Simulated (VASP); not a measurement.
Here is a VASP 6.6.1 calculation.

The input INCAR:

```
SYSTEM = BN
PREC     = Accurate       ! precision mode
ENCUT    = 520            ! plane-wave cutoff, eV
EDIFF    = 1E-7           ! SCF threshold, eV
ISMEAR   = 0              ! smearing method
SIGMA    = 0.05           ! smearing width, eV
LREAL    = .FALSE.        ! projectors in reciprocal space
LASPH    = .TRUE.         ! aspherical terms in the spheres
NELM     = 60             ! most SCF steps
ALGO     = Normal         ! electronic algorithm
ISIF     = 2              ! what is computed and relaxed
LWAVE    = .FALSE.        ! write WAVECAR
LCHARG   = .FALSE.        ! write CHGCAR
GGA      = PE             ! functional
NBANDS   = 11             ! bands
```

File KPOINTS:

```
regular mesh
0
G
  12 12 12
  0 0 0
```

POSCAR

```
BN
1.0
    0.0000000000      1.7678446319      1.7678446319
    1.7678446319      0.0000000000      1.7678446319
    1.7678446319      1.7678446319      0.0000000000
B N
1 1
Direct
    0.0000000000      0.0000000000      0.0000000000
    0.7500000000      0.7500000000      0.7500000000
```

Potentials or basis: VASP PAW PBE potentials, release 64 (B, N).

Launch:

```console
$ cat potpaw_PBE.64/B/POTCAR potpaw_PBE.64/N/POTCAR > POTCAR
$ mpirun -np 1 vasp_std > vasp.out
```

Question: What does it give for the pressure?

Answer: 32.2 GPa.

Question: What does it give for the band gap on the k mesh?

Answer: 4.53 eV, indirect (least direct gap 9.14 eV).

 A k mesh can miss the band edges.
